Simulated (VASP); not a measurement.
# CuO2 (Pmmm) in VASP: single point with PBE+D3(BJ)+U

Aim: the single point of CuO2 with PBE+D3(BJ)+U.

Program: VASP 6.6.1. These are calculated values, not measurements. Logs are shortened: lines on timing, memory, paths and dates and some standing lists are left out, and cuts for length are marked.

## (1) The cell of the first run

The structure is orthorhombic, space group Pmmm (No. 47). The conventional cell has a = 2.382 Å, b = 5.966 Å, c = 7.502 Å, α = 90.00°, β = 90.00°, γ = 90.00°. Cu (site symmetry mmm) has 2 Cu at 2.38 Å within 3.1 Å. O (site symmetry mm2) has 1 O at 1.22 Å within 1.6 Å.

## (2) Single point, PBE+D3(BJ)+U, collinear spin, ferromagnetic start

File INCAR:

```
SYSTEM = CuO2
PREC = Accurate ; ENCUT = 520
EDIFF = 1E-6 ; ISMEAR = 0
SIGMA = 0.1 ; LREAL = .False.
LASPH = .True. ; NELM = 150
ALGO = Normal ; ISIF = 2
LWAVE = .False. ; LCHARG = .True.
ISPIN = 2 ; MAGMOM = 0 0.35 0.35
LORBIT = 11 ; LMAXMIX = 4
LDAU = .True. ; LDAUTYPE = 2
LDAUL = 2 -1 ; LDAUU = 4 0
LDAUJ = 0 0 ; LDAUPRINT = 1
GGA = PE ; IVDW = 12
LELF = .True. ; LVHAR = .True.
NBANDS = 22
```

File KPOINTS:

```
Automatic mesh
0
Gamma
  8 4 4
  0 0 0
```

File POSCAR:

```
CuO2
1.0
    2.3816931950      0.0000000000      0.0000000000
    0.0000000000      5.9659717812      0.0000000000
    0.0000000000      0.0000000000      7.5022973439
Cu O
1 2
Direct
    0.0000000000      0.5000000000      0.0000000000
    0.0000000000      0.5000000000      0.4186394761
    0.0000000000      0.5000000000      0.5813605239
```

Potentials or basis: VASP PAW PBE potentials, release 64 (Cu, O).

On the command line:

```bash
> cat potpaw_PBE.64/Cu/POTCAR potpaw_PBE.64/O/POTCAR > POTCAR
> mpirun -np 1 vasp_std > vasp.out
```

OUTCAR:

```text
SYSTEM = CuO2
   PREC = Accurate
   ENCUT = 520
   EDIFF = 1E-6
   ISMEAR = 0
   LREAL = .False.
   LASPH = .True.
   NELM = 150
   ISIF = 2
   ISPIN = 2
   LORBIT = 11
   GGA = PE
   IVDW = 12
 IVDW          = 12

 ion  position               nearest neighbor table
   1  0.000  0.500  0.000-
   2  0.000  0.500  0.419-   3 1.22
   3  0.000  0.500  0.581-   2 1.22

  LATTYP: Found a simple orthorhombic cell.
 ALAT       =     2.3816931950
 B/A-ratio  =     2.5049287598
 C/A-ratio  =     3.1499847922

  Lattice vectors:

 A1 = (   2.3816931950,   0.0000000000,   0.0000000000)
 A2 = (   0.0000000000,   5.9659717812,   0.0000000000)
 A3 = (   0.0000000000,   0.0000000000,   7.5022973439)

Analysis of symmetry for initial positions (statically):
=====================================================================
 Subroutine PRICEL returns:
 Original cell was already a primitive cell.

 Routine SETGRP: Setting up the symmetry group for a
 simple orthorhombic supercell.

 Subroutine GETGRP returns: Found  8 space group operations
 (whereof  8 operations were pure point group operations)
 out of a pool of  8 trial point group operations.

The static configuration has the point symmetry D_2h.

Analysis of symmetry for dynamics (positions and initial velocities):
=====================================================================
 Subroutine PRICEL returns:
 Original cell was already a primitive cell.

 Routine SETGRP: Setting up the symmetry group for a
 simple orthorhombic supercell.

 Subroutine GETGRP returns: Found  8 space group operations
 (whereof  8 operations were pure point group operations)
 out of a pool of  8 trial point group operations.

The dynamic configuration has the point symmetry D_2h.

Analysis of structural, dynamic, and magnetic symmetry:
=====================================================================
 Subroutine PRICEL returns:
 Original cell was already a primitive cell.

 Routine SETGRP: Setting up the symmetry group for a
 simple orthorhombic supercell.

 Subroutine GETGRP returns: Found  8 space group operations
 (whereof  8 operations were pure point group operations)
 out of a pool of  8 trial point group operations.

The overall configuration has the point symmetry D_2h.

 Subroutine INISYM returns: Found  8 space group operations
 (whereof  8 operations are pure point group operations),
 and found     1 'primitive' translations

----------------------------------------------------------------------------------------

                                     Primitive cell

  volume of cell :     106.6010

  direct lattice vectors                    reciprocal lattice vectors
     2.381693195  0.000000000  0.000000000     0.419869361  0.000000000  0.000000000
     0.000000000  5.965971781  0.000000000     0.000000000  0.167617286  0.000000000
     0.000000000  0.000000000  7.502297344     0.000000000  0.000000000  0.133292504

  length of vectors
     2.381693195  5.965971781  7.502297344     0.419869361  0.167617286  0.133292504

  position of ions in fractional coordinates (direct lattice)
     0.000000000  0.500000000  0.000000000
     0.000000000  0.500000000  0.418639476
     0.000000000  0.500000000  0.581360524

  ion indices of the primitive-cell ions
   primitive index   ion index
                 1           1
                 2           2
                 3           3

----------------------------------------------------------------------------------------

 KPOINTS: Automatic mesh

Automatic generation of k-mesh.
[... 70 lines left out ...]
   IBRION =     -1    ionic relax: 0-MD 1-quasi-New 2-CG
   NFREE  =      0    steps in history (QN), initial steepest desc. (CG)
   ISIF   =      2    stress and relaxation
   ISYM   =      2    0-nonsym 1-usesym 2-fastsym
   POTIM  = 0.5000    time-step for ionic-motion
   TEBEG  =    0.0;   TEEND  =   0.0 temperature during run
   PSTRESS=    0.0 pullay stress
   NELECT =      23.0000    total number of electrons
   NUPDOWN=      -1.0000    fix difference up-down
   EMIN   =  10.00;   EMAX   =-10.00  energy-range for DOS
   EFERMI =   0.00;   METHOD = LEGACY
   ISMEAR =     0;   SIGMA  =   0.10  broadening in eV -4-tet -1-fermi 0-gaus
   EFERMI_NEDOS =   21; number of points for ismear=-14 and -15
   IALGO  =     38    algorithm
   IMIX   =      4    mixing-type and parameters
     AMIX     =   0.40;   BMIX     =  1.00
     AMIX_MAG =   1.60;   BMIX_MAG =  1.00
  volume/ion in A,a.u.               =      35.53       239.79
  Fermi-wavevector in a.u.,A,eV,Ry     =   0.981892  1.855507 13.117536  0.964112
  Thomas-Fermi vector in A             =   2.112933
   LORBIT       =     11    0 simple, 1 ext, 2 COOP (PROOUT), +10 PAW based schemes
 LDA+U is selected, type is set to LDAUTYPE =  2
   angular momentum for each species LDAUL =     2   -1
   U (eV)           for each species LDAUU =   4.0  0.0
   J (eV)           for each species LDAUJ =   0.0  0.0
   GGA     = PE    functional components
   LHFCALC =     F    Hartree Fock is set to
   AEXX    =    0.0000 exact exchange contribution
   IVDW    =    12    specifies the selected vdW correction
   LEPSILON=     F    determine dielectric tensor
   LRPA    =     F    only Hartree local field effects (RPA)
 spin polarized calculation
 Gauss-broadening in eV      SIGMA  =   0.10
  energy-cutoff  :      520.00
  volume of cell :      106.60
 maximum number of plane-waves:      2918
 NGX is ok and might be reduce to    18
   NGX =  9   NGY = 23   NGZ = 27

atom =   1  type =  1  l = 2

 onsite density matrix

spin component  1

  0.9469  0.0000 -0.0000  0.0000 -0.0000
  0.0000  0.9572  0.0000  0.0000  0.0000
 -0.0000  0.0000  0.9512  0.0000  0.0109
  0.0000  0.0000  0.0000  0.9483  0.0000
 -0.0000  0.0000  0.0109  0.0000  0.9390

spin component  2

  0.9448  0.0000 -0.0000  0.0000 -0.0000
  0.0000  0.9541  0.0000 -0.0000  0.0000
 -0.0000  0.0000  0.9528  0.0000  0.0079
  0.0000 -0.0000  0.0000  0.9464  0.0000
 -0.0000  0.0000  0.0079  0.0000  0.9423

 occupancies and eigenvectors

  o =  0.9327  v =  0.0000 -0.0000  0.5052  0.0000 -0.8630  0.0000  0.0000  0.0000  0.0000  0.0000      0.0000  0.0000  0.0000  0.0000  0.0000  0.0000  0.0000  0.0000  0.0000  0.0000
  o =  0.9381  v =  0.0000  0.0000  0.0000  0.0000  0.0000  0.0000 -0.0000  0.4722  0.0000 -0.8815      0.0000  0.0000  0.0000  0.0000  0.0000  0.0000  0.0000  0.0000  0.0000  0.0000
  o =  0.9448  v =  0.0000  0.0000  0.0000  0.0000  0.0000  1.0000  0.0000  0.0000  0.0000  0.0000      0.0000  0.0000  0.0000  0.0000  0.0000  0.0000  0.0000  0.0000  0.0000  0.0000
  o =  0.9464  v =  0.0000  0.0000  0.0000  0.0000  0.0000  0.0000  0.0000  0.0000 -1.0000 -0.0000      0.0000  0.0000  0.0000  0.0000  0.0000  0.0000  0.0000  0.0000  0.0000  0.0000
  o =  0.9469  v =  1.0000  0.0000  0.0000  0.0000  0.0000  0.0000  0.0000  0.0000  0.0000  0.0000      0.0000  0.0000  0.0000  0.0000  0.0000  0.0000  0.0000  0.0000  0.0000  0.0000
  o =  0.9483  v =  0.0000  0.0000  0.0000  1.0000 -0.0000  0.0000  0.0000  0.0000  0.0000  0.0000      0.0000  0.0000  0.0000  0.0000  0.0000  0.0000  0.0000  0.0000  0.0000  0.0000
  o =  0.9541  v =  0.0000  0.0000  0.0000  0.0000  0.0000  0.0000 -1.0000 -0.0000 -0.0000  0.0000      0.0000  0.0000  0.0000  0.0000  0.0000  0.0000  0.0000  0.0000  0.0000  0.0000
  o =  0.9571  v =  0.0000  0.0000  0.0000  0.0000  0.0000  0.0000  0.0000 -0.8815  0.0000 -0.4722      0.0000  0.0000  0.0000  0.0000  0.0000  0.0000  0.0000  0.0000  0.0000  0.0000
  o =  0.9572  v =  0.0000  1.0000  0.0000 -0.0000 -0.0000  0.0000  0.0000  0.0000  0.0000  0.0000      0.0000  0.0000  0.0000  0.0000  0.0000  0.0000  0.0000  0.0000  0.0000  0.0000
  o =  0.9576  v =  0.0000  0.0000 -0.8630  0.0000 -0.5052  0.0000  0.0000  0.0000  0.0000  0.0000      0.0000  0.0000  0.0000  0.0000  0.0000  0.0000  0.0000  0.0000  0.0000  0.0000

 number of electron      23.0000008 magnetization       1.0336927

 Free energy of the ion-electron system (eV)
  ---------------------------------------------------
  ext. energy  EPLUGINS =         0.00000000
  ---------------------------------------------------
  free energy    TOTEN  =       -10.34078340 eV

  energy without entropy =      -10.33527007  energy(sigma->0) =      -10.33802674

 E-fermi :  -2.4602     XC(G=0):  -5.2239

 val. band max:       -2.5118444682   @ k =   0.2500   0.0000   0.0000
 cond. band min:      -2.4589348952   @ k =   0.2500   0.2500   0.0000
 fundamental gap:      0.0529095730
 Fermi energy:        -2.4601722928

 spin component 1

 k-point     1 :       0.0000    0.0000    0.0000
  band No.  band energies     occupation
      1     -29.9407      1.00000
      2     -17.7782      1.00000
      3     -10.7848      1.00000
      4     -10.7410      1.00000
      5      -7.7611      1.00000
      6      -5.8452      1.00000
[... 1193 lines left out ...]
     21       9.6357      0.00000
     22      11.1859      0.00000

 [... further k-points ...]

------------------------ aborting loop because EDIFF is reached ----------------------------------------

 Edisp (eV)   -0.16689

 E8    (eV) :    -0.0566

  FORCE on cell =-STRESS in cart. coord.  units (eV):
  Direction    XX          YY          ZZ          XY          YZ          ZX
  --------------------------------------------------------------------------------------
  -------------------------------------------------------------------------------------
  Total      -0.03031    -0.18152     1.40702     0.00000     0.00000     0.00000
  in kB      -0.45552    -2.72815    21.14705     0.00000     0.00000     0.00000
  external pressure =        5.99 kB  Pullay stress =        0.00 kB

 VOLUME and BASIS-vectors are now :
 -----------------------------------------------------------------------------
  energy-cutoff  :      520.00
  volume of cell :      106.60
      direct lattice vectors                 reciprocal lattice vectors
     2.381693195  0.000000000  0.000000000     0.419869361  0.000000000  0.000000000
     0.000000000  5.965971781  0.000000000     0.000000000  0.167617286  0.000000000
     0.000000000  0.000000000  7.502297344     0.000000000  0.000000000  0.133292504

 POSITION                                       TOTAL-FORCE (eV/Angst)
 -----------------------------------------------------------------------------------
      0.00000      2.98299      0.00000         0.000000      0.000000      0.000000
      0.00000      2.98299      3.14076        -0.000000      0.000000     -1.285834
      0.00000      2.98299      4.36154         0.000000     -0.000000      1.285834
 -----------------------------------------------------------------------------------
    total drift:                                0.000000      0.000000      0.000000

  FREE ENERGIE OF THE ION-ELECTRON SYSTEM (eV)
  ---------------------------------------------------
  free  energy   TOTEN  =       -10.5076702806 eV

  energy  without entropy=      -10.5021569407  energy(sigma->0) =      -10.50491361

 total charge

# of ion       s       p       d       tot
------------------------------------------
    1        0.407   0.062   9.462   9.931
    2        1.616   3.302   0.000   4.918
    3        1.616   3.302   0.000   4.918
--------------------------------------------------
tot          3.640   6.665   9.462  19.766

 magnetization (x)

# of ion       s       p       d       tot
------------------------------------------
    1       -0.045  -0.009   0.002  -0.051
    2        0.006   0.462   0.000   0.467
    3        0.006   0.462   0.000   0.467
--------------------------------------------------
tot         -0.033   0.915   0.002   0.884
```

Run time: 5.6 min. Hardware: 1 thread of Intel Xeon 8259CL, shared host; peak memory 0.35 GiB.

Results:

* Free energy: -10.5077 eV
* Pressure: 0.6 GPa
* Largest force: 1.286 eV/Å
* Band gap on the k mesh: zero (filled and empty bands touch)
* Net moment: 1.03 μB per cell
* Site moments: Cu -0.05; O +0.47 μB
* Valence electrons inside the program's atomic spheres: Cu 9.93; O 4.92
* Dispersion energy per atom: -0.056 eV

Forces in eV/Å, atoms in the order of the input:
```
Cu   0.000  0.000  0.000
O    0.000  0.000 -1.286
O    0.000  0.000  1.286
```

Stress tensor (GPa, compression positive):
```
-0.05  0.00  0.00
 0.00 -0.27  0.00
 0.00  0.00  2.11
```

Levels at points of the mesh, in eV from the Fermi level:
Spin up:
```
           k point  band 10  band 11  band 12  band 13  band 14  band 15
(0.00, 0.00, 0.00)    -1.03    -1.03    -0.99     0.95     3.36     3.82
(0.50, 0.00, 0.00)    -1.45    -0.99    -0.90     4.18     6.45     8.32
(0.00, 0.50, 0.00)    -1.03    -1.03    -0.87     0.95     2.60     3.57
(0.50, 0.50, 0.00)    -1.45    -0.99    -0.89     4.25     6.66     8.38
(0.00, 0.00, 0.50)    -1.13    -1.03    -1.03     0.95     3.69     3.89
(0.50, 0.00, 0.50)    -1.46    -1.00    -0.91     4.24     6.21     9.74
(0.00, 0.50, 0.50)    -1.03    -1.03    -1.01     0.95     2.74     4.19
(0.50, 0.50, 0.50)    -1.46    -1.00    -0.91     4.30     6.38     9.03
```
Spin down:
```csv
k point,band 9,band 10,band 11,band 12,band 13,band 14
"(0.00, 0.00, 0.00)",-1.10,-1.04,-1.03,0.24,1.72,3.34
"(0.50, 0.00, 0.00)",-1.47,-1.47,-0.96,1.05,4.01,6.36
"(0.00, 0.50, 0.00)",-1.04,-1.03,-0.99,0.21,1.72,2.52
"(0.50, 0.50, 0.00)",-1.47,-1.47,-0.96,1.05,4.07,6.56
"(0.00, 0.00, 0.50)",-1.24,-1.04,-1.03,0.19,1.72,3.67
"(0.50, 0.00, 0.50)",-1.48,-1.46,-0.97,1.04,4.07,6.16
"(0.00, 0.50, 0.50)",-1.13,-1.04,-1.03,0.15,1.72,2.70
"(0.50, 0.50, 0.50)",-1.48,-1.46,-0.97,1.04,4.13,6.33
```

Eigenvalues of the final occupation matrices:
| site | spin | trace | eigenvalues |
| --- | --- | --- | --- |
| site 1 d | 1 | 4.74 | 0.93 0.95 0.95 0.96 0.96 |
| site 1 d | 2 | 4.74 | 0.94 0.94 0.95 0.95 0.96 |

Caveat: the standard files for N, O and F lose accuracy on very short bonds; a cell with one magnetic atom can't hold antiferromagnetic order, which such compounds often take; pairwise dispersion overbinds metals, which lowers pressure and volume; forces of over 1 eV/Å act on the atoms, so gaps and moduli don't describe the material at rest. The state reached can hang on the start; a lower one may exist.
